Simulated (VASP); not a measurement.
TePb, 16 atoms in the cell. The typed cell holds 16 atoms: a = 9.243 Å, b = 9.243 Å, c = 9.243 Å, α = 60.00°, β = 60.00°, γ = 60.00°. 

* Program: VASP 6.6.1
* Task: single point
* Functional: r2SCAN
* Potentials or basis: VASP PAW PBE potentials, release 64 (Te, Pb_d)
* Cutoff: 520 eV
* k mesh: 2 × 2 × 2
* Occupations: fermi-dirac, width 0.02 eV
* Spin: no spin polarisation
* Dipole correction: no
* Further INCAR settings: LREAL = Auto; ALGO = Normal; EDIFF = 1e-06; NBANDS = 94

Potentials or basis: VASP PAW PBE potentials, release 64 (Te, Pb_d).

Run with:

```console
$ cat potpaw_PBE.64/Te/POTCAR potpaw_PBE.64/Pb_d/POTCAR > POTCAR
$ cp INCAR.step1 INCAR
$ mpirun -np 1 vasp_std > vasp.out
$ cp INCAR.step2 INCAR
$ mpirun -np 1 vasp_std > vasp.out
```

Hardware: 1 thread of Intel(R) Xeon(R) 6975P-C (Granite Rapids), with other jobs on the host.

**Question.** How long does it take, and how much memory?

**Answer.** Wall time 20 min on 1 thread of Intel(R) Xeon(R) 6975P-C (Granite Rapids), with other jobs on the host, peak memory 0.92 GiB. Counts: k points 8.
